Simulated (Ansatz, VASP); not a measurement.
Mn in VASP and in Ansatz

```
CELL_PARAMETERS angstrom
0.00000 2.62775 2.62775
2.62775 0.00000 2.62775
2.62775 2.62775 0.00000
ATOMIC_POSITIONS crystal
Mn 0.12500 0.12500 0.12500
Mn 0.87500 0.87500 0.87500
```

Alike in both runs: task single point; functional revPBE; k mesh 12 × 12 × 12; occupations fermi-dirac, width 0.05 eV; collinear spin.

|  | VASP | Ansatz |
| --- | --- | --- |
| version | VASP 6.6.1 | Ansatz 0.2.0 |
| potentials or method | VASP PAW PBE potentials, release 64 (Mn_pv), cutoff 520 eV | plane waves (420 eV) with PAW, scalar-relativistic |
| valence electrons in the cell | 26 | 30 |

```tsv
	VASP	Ansatz	Ansatz less VASP
pressure (GPa)	0.2	0.0	-0.24
net moment per atom (μB)	0.00	0.00	0.000
size of the moment on the site where the two differ most (μB)	2.66	2.48	-0.184
```

VASP's potentials were made for PBE, not for revPBE. Site moments also hang on the region over which each program counts them. VASP's potentials hold 26 valence electrons a cell and Ansatz's 30, so a difference there can come from the potentials and not from the codes.
